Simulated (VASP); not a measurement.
Au:

```
CELL_PARAMETERS angstrom
2.84080 0.00000 0.00000
-1.42040 2.46020 0.00000
0.00000 0.00000 4.78038
ATOMIC_POSITIONS crystal
Au 0.66667 0.33333 0.25000
Au 0.33333 0.66667 0.75000
```

This cell differs from its parent crystal: volume scaled by 0.94.

Base run:

- Program: VASP 6.6.1
- Functional: PBEsol
- Potentials or basis: VASP PAW PBE potentials, release 64 (Au)
- Cutoff: 520 eV
- k mesh: 11 × 11 × 6
- Occupations: fermi-dirac, width 0.05 eV
- Spin: no spin polarisation

Its results: band gap on the k mesh zero (band 11 reaches 13.41 eV, above the bottom of band 12 at 6.93 eV); pressure 3.2 GPa.

Question: The run is repeated on the same cell with these changes: functional from PBEsol to r2SCAN; further incar settings from ALGO = Normal; EDIFF = 1e-06; NBANDS = 18 to ALGO = Normal; EDIFF = 1e-07; NBANDS = 18. What comes out?

Answer: Band gap on the k mesh zero (band 11 reaches 13.69 eV, above the bottom of band 12 at 6.74 eV); pressure 9.4 GPa.

Caveats: the PAW data sets were made with another functional, which shifts forces and pressure a little; spin-orbit coupling is left out, which moves the levels of the heavy elements.
